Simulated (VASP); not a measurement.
Wanted: the native input for a VASP 6.6.1 run.

* Task: single point
* Functional: PBE
* Potentials or basis: VASP PAW PBE potentials, release 64 (Mo_sv, F)
* Cutoff: 520 eV
* k mesh: 6 × 6 × 1
* Occupations: gaussian, width 0.1 eV
* Spin: no spin polarisation
* Dipole correction: yes
* Further INCAR settings: ALGO = Normal; EDIFF = 1e-06; NBANDS = 54

The structure of Mo6F lies in POSCAR:

```
Mo6F
1.0
    4.4695765307      0.0000000000      0.0000000000
   -2.2347882654      3.8707668198      0.0000000000
    0.0000000000      0.0000000000     19.7595667302
Mo F
6 1
Direct
    0.6666666667      0.3333333333      0.2024335885
    0.3333333333      0.6666666667      0.2486060831
    0.0000000000      0.0000000000      0.2947785778
    0.6666666667      0.3333333333      0.3368821123
    0.3333333333      0.6666666667      0.3779725567
    0.0000000000      0.0000000000      0.4180034331
    0.0000000000      0.8888888889      0.5107117134
```

The input as run:

INCAR

```
SYSTEM = Mo6F
ALGO = Normal
DIPOL = 0.5 0.5 0.341
EDIFF = 1E-6
ENCUT = 520
GGA = PE
IDIPOL = 3
ISIF = 2
ISMEAR = 0
LASPH = .True.
LCHARG = .False.
LDIPOL = .True.
LREAL = .False.
LWAVE = .False.
NBANDS = 54
NELM = 60
PREC = Accurate
SIGMA = 0.1
```

KPOINTS

```
k-points
0
Gamma
  6 6 1
  0 0 0
```

Potentials or basis: VASP PAW PBE potentials, release 64 (Mo_sv, F).

Run with:

```console
$ cat potpaw_PBE.64/Mo_sv/POTCAR potpaw_PBE.64/F/POTCAR > POTCAR
$ mpirun -np 1 vasp_std > vasp.out
```

It gave:

```yaml
Largest_force: 2.719 eV/Å
Band_gap_on_the_k_mesh: zero (an odd number of electrons rules out a gap without spin polarisation)
```

Caveat: an odd number of electrons without spin polarisation forces a metal; a magnetic or distorted state may lie lower.

Wall time 13 min on 1 thread of Intel(R) Xeon(R) Platinum 8259CL CPU @ 2.50GHz (Skylake/Cascade Lake), with other jobs on the host, peak memory 0.62 GiB.
